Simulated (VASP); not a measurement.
Here is a VASP 6.6.1 calculation.

Contents of INCAR:

```
SYSTEM = As
PREC = Accurate
ENCUT = 520
EDIFF = 1E-6
ISMEAR = -1
SIGMA = 0.1
LREAL = .FALSE.
LASPH = .TRUE.
NELM = 60
ALGO = Normal
ISIF = 2
LWAVE = .FALSE.
LCHARG = .TRUE.
GGA = RE
LELF = .TRUE.
LVHAR = .TRUE.
NBANDS = 14
```

Contents of KPOINTS:

```
regular mesh
0
G
  9 9 12
  0 0 0
```

Contents of POSCAR:

```
As
1.0
    4.8741268704      0.0000000000      0.0000000000
   -2.4370634352      4.2211176911      0.0000000000
    0.0000000000      0.0000000000      2.8418959272
As
3
Direct
    1.0000000000      1.0000000000      0.0000000000
    0.3333333333      0.6666666667      0.5000000000
    0.6666666667      0.3333333333      0.5000000000
```

Potentials or basis: VASP PAW PBE potentials, release 64 (As).

The run is started by

```console
$ cat potpaw_PBE.64/As/POTCAR > POTCAR
$ mpirun -np 1 vasp_std > vasp.out
```

Problem. Estimate the pressure.

Solution. 0.2 GPa.

Problem. Estimate the band gap on the k mesh.

Solution. Zero (an odd number of electrons rules out a gap without spin polarisation).

Stress tensor (GPa, compression positive):
```
-0.20  0.00  0.00
 0.00 -0.20  0.00
 0.00  0.00  1.05
```

Caveat: the PAW data sets were made with another functional, which shifts forces and pressure a little.
